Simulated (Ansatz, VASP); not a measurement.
Two plane-wave programs on N

```
N
1.0
     4.95054    2.85819    4.42273
    -4.95054    2.85819    4.42273
     0.00000   -5.71639    4.42273
N
16
Direct
  0.55768 0.03968 0.71713
  0.96032 0.28287 0.44232
  0.71713 0.55768 0.03968
  0.95882 0.95882 0.95882
  0.53968 0.05768 0.21713
  0.78287 0.46032 0.94232
  0.28287 0.44232 0.96032
  0.04118 0.04118 0.04118
  0.46032 0.94232 0.78287
  0.54118 0.54118 0.54118
  0.44232 0.96032 0.28287
  0.45882 0.45882 0.45882
  0.03968 0.71713 0.55768
  0.94232 0.78287 0.46032
  0.21713 0.53968 0.05768
  0.05768 0.21713 0.53968
```

Alike in both runs: functional r2SCAN; k mesh 3 × 3 × 3; occupations gaussian, width 0.1 eV; no spin polarisation.

Ansatz relaxed the structure, and its values are those at the end. VASP's run is a single point on that final structure, the one shown.

```csv
,VASP,Ansatz
version,VASP 6.6.1,Ansatz 0.2.0
potentials or method,"VASP PAW PBE potentials, release 64 (N), cutoff 520 eV","scalar-relativistic, plane waves, PAW"
valence electrons in the cell,80,80
```

```tsv
	VASP	Ansatz	Ansatz less VASP
gap on the k mesh at the Fermi level (eV)	8.24	8.28	+0.034
least direct gap on the mesh (eV)	8.30	8.33	+0.033
pressure (GPa)	2.6	0.1	-2.52
rms of the force components (eV/Å)	1.354	0.015	-1.3388
```

VASP's potentials were made for PBE, not for r2SCAN. One of these differences is far larger than is usual between the two programs; its cause wasn't traced. With one functional, cell and mesh, what is left measures potentials, basis and numerics.

Noted on VASP's run: the standard files for N, O and F lose accuracy on very short bonds.
